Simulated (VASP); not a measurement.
## GaAs: dielectric tensor with r2SCAN

The system is GaAs.

```xyz
2
Lattice="0.0000 2.7198 2.9279 2.7198 0.0000 2.9279 2.7198 2.7198 0.0000" Properties=species:S:1:pos:R:3 pbc="T T T"
Ga    0.0000    0.0000    0.0000
As    1.3599    1.3599    1.4639
```

This cell differs from its parent crystal: epitaxial xy strain -4.0%.

* Program: VASP 6.6.1
* Task: dielectric tensor
* Functional: r2SCAN
* Potentials or basis: VASP PAW PBE potentials, release 64 (Ga_d, As)
* Cutoff: 520 eV
* k mesh: 6 × 6 × 6
* Occupations: gaussian, width 0.01 eV
* Spin: no spin polarisation
* Dipole correction: no
* Further INCAR settings: ALGO = Normal; EDIFF = 1e-08

* Band gap on the k mesh: 1.12 eV
* Electronic dielectric tensor (diagonal): 10.39, 10.39, 11.04
* Born charges (mean of the diagonal): Ga +2.08; As -2.08 e

Levels at points of the mesh, in eV from the valence-band top:
```tsv
k point	band 6	band 7	band 8	band 9	band 10	band 11	band 12	band 13
(0.00, 0.00, 0.00)	-13.69	-0.51	0.00	0.00	1.12	3.84	3.84	4.06
(0.50, 0.00, 0.00)	-11.70	-7.22	-1.76	-1.07	1.20	4.70	5.11	8.24
(0.50, 0.50, 0.00)	-11.08	-7.69	-2.73	-2.73	1.88	2.27	11.01	11.01
(0.50, 0.00, 0.50)	-10.76	-7.20	-3.28	-3.23	1.34	1.52	10.51	10.87
```

Electronic dielectric tensor:
```
10.39  0.00  0.00
 0.00 10.39  0.00
 0.00  0.00 11.04
```

Born effective charge tensors (e):
atom 1, Ga
```
1.96 0.00 0.00
0.00 1.96 0.00
0.00 0.00 2.32
```
atom 2, As
```
-1.96  0.00  0.00
 0.00 -1.96  0.00
 0.00  0.00 -2.32
```

Dipole moments of the cell (e·Å, modulo the quantum): ionic 6.799, 6.799, 7.320; electronic 0.017, 0.017, 0.042

Run time: 42 min on 1 thread of Intel(R) Xeon(R) 6975P-C (Granite Rapids) (shared host), peak memory 0.39 GiB.

Caveat: the cell differs from its parent crystal (epitaxial xy strain -4.0%). A k mesh can miss the band edges.
